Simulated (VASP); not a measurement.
Wanted: the native input for a VASP 6.6.1 run.

```
Task                   : single point
Functional             : r2SCAN
Potentials or basis    : VASP PAW PBE potentials, release 64 (Al, Ru_pv)
Cutoff                 : 520 eV
k mesh                 : 10 × 10 × 10
Occupations            : fermi-dirac, width 0.15 eV
Spin                   : no spin polarisation
Dipole correction      : no
Further INCAR settings : ALGO = Normal; EDIFF = 1e-06; NBANDS = 16
```

The system is AlRu.

```xyz
2
Lattice="3.0114 0.0000 0.0000 0.0000 3.0114 0.0000 0.0000 0.0000 3.0114" Properties=species:S:1:pos:R:3 pbc="T T T"
Al    0.0000    0.0000    0.0000
Ru    1.5057    1.5057    1.5057
```

The input as run:

POSCAR

```
AlRu
1.0
    3.0114124979      0.0000000000      0.0000000000
    0.0000000000      3.0114124979      0.0000000000
    0.0000000000      0.0000000000      3.0114124979
Al Ru
1 1
Direct
    0.0000000000      0.0000000000      0.0000000000
    0.5000000000      0.5000000000      0.5000000000
```

INCAR.step1

```
PREC = Accurate
ENCUT = 520
ISMEAR = -1
SIGMA = 0.15
LREAL = False
LASPH = True
NELM = 60
NBANDS = 16
GGA = PE
ALGO = Normal
EDIFF = 1E-4
LWAVE = True
LCHARG = False
```

INCAR.step2

```
PREC = Accurate
ENCUT = 520
EDIFF = 1E-6
ISMEAR = -1
SIGMA = 0.15
LREAL = False
LASPH = True
NELM = 60
ALGO = Normal
ISIF = 2
LWAVE = False
LCHARG = False
METAGGA = R2SCAN
LMIXTAU = True
NBANDS = 16
ISTART = 1
```

KPOINTS

```
regular mesh
0
Gamma
  10 10 10
```

Potentials or basis: VASP PAW PBE potentials, release 64 (Al, Ru_pv).

The run is started by

```sh
$ cat potpaw_PBE.64/Al/POTCAR potpaw_PBE.64/Ru_pv/POTCAR > POTCAR
$ cp INCAR.step1 INCAR
$ mpirun -np 1 vasp_std > vasp.out
$ cp INCAR.step2 INCAR
$ mpirun -np 1 vasp_std > vasp.out
```

It gave:

```json
{
 "Pressure": "-5.6 GPa"
}
```

Caveat: the PAW data sets were made with another functional, which shifts forces and pressure a little.

It used 54 s of CPU time on 1 thread of AMD EPYC 7R13 Processor (Zen 3) (shared host).
